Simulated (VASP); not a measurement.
Ti2NbB3: single point with PBE

Crystal: Ti2NbB3.

```
Ti Nb B
1.0
     3.01103    0.00000    0.00000
     0.00000    3.01103    0.00000
     0.00000    0.00000    7.36082
Ti Nb B
2 1 3
Direct
  0.50000 0.50000 0.33514
  0.50000 0.50000 0.66486
  0.50000 0.50000 0.00000
  0.00000 0.00000 0.80046
  0.00000 0.00000 0.19954
  0.00000 0.00000 0.50000
```

- Program: VASP 6.6.1
- Task: single point
- Functional: PBE
- Potentials or basis: VASP PAW PBE potentials, release 64 (Ti_sv, Nb_sv, B)
- Cutoff: 520 eV
- k mesh: 6 × 6 × 2
- Occupations: gaussian, width 0.1 eV
- Spin: no spin polarisation

```yaml
Pressure: -0.3 GPa
Largest_force: 0.014 eV/Å
Band_gap_on_the_k_mesh: zero (band 23 reaches 10.45 eV, above the bottom of band 24 at 9.41 eV)
```

Forces on the atoms (eV/Å):
```
Ti   0.000  0.000  0.008
Ti   0.000  0.000 -0.008
Nb   0.000  0.000  0.000
B    0.000  0.000  0.014
B    0.000  0.000 -0.014
B    0.000  0.000  0.000
```

Stress tensor (GPa, compression positive):
```
-0.30  0.00  0.00
 0.00 -0.30  0.00
 0.00  0.00 -0.22
```

Levels at points of the mesh, in eV from the Fermi level:
```tsv
k point	band 21	band 22	band 23	band 24	band 25	band 26
(0.00, 0.00, 0.00)	-0.93	-0.86	-0.47	-0.47	-0.35	1.56
(0.50, 0.00, 0.00)	-1.64	-0.73	-0.15	0.43	0.44	0.87
(0.50, 0.50, 0.00)	-2.85	-1.75	0.16	1.48	3.30	3.30
(0.00, 0.00, 0.50)	-1.25	-1.07	0.00	0.61	0.61	0.86
(0.50, 0.00, 0.50)	-1.21	-0.97	-0.26	0.04	0.20	0.29
(0.50, 0.50, 0.50)	-2.95	-1.52	-0.49	0.09	3.33	3.33
```

Run time: 20 s on 1 thread of Intel(R) Xeon(R) 6975P-C (Granite Rapids) (shared host), peak memory 0.19 GiB.

Caveat: the k points lie up to 0.43 Å⁻¹ apart.
